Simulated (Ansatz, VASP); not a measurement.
Two plane-wave programs on BN

```
CELL_PARAMETERS angstrom
2.48904 0.00000 0.00000
-1.24452 2.15557 0.00000
0.00000 0.00000 6.49260
ATOMIC_POSITIONS crystal
B 0.33333 0.66667 0.25000
B 0.66667 0.33333 0.75000
N 0.66667 0.33333 0.25000
N 0.33333 0.66667 0.75000
```

Alike in both runs: functional LDA; k mesh 12 × 12 × 4; no spin polarisation.

Ansatz relaxed the structure, and its values are those at the end. VASP's run is a single point on that final structure, the one shown.

```csv
,VASP,Ansatz
version,VASP 6.6.1,Ansatz 0.2.0
potentials or method,"VASP PAW LDA potentials, release 64 (B, N), cutoff 520 eV","scalar-relativistic, plane waves, PAW"
occupations,"gaussian, width 0.01 eV",fixed
valence electrons in the cell,16,16
```

VASP gave:

- gap on the k mesh at the Fermi level (eV): 4.05
- least direct gap on the mesh (eV): 4.47
- pressure (GPa): 0.4

**Question.** What did Ansatz give for the same quantities?

**Answer.** gap on the k mesh at the Fermi level (eV): 4.07; least direct gap on the mesh (eV): 4.48; pressure (GPa): 0.0.

LDA's correlation is that of Perdew and Zunger in VASP and of Perdew and Wang (1992) in Ansatz.
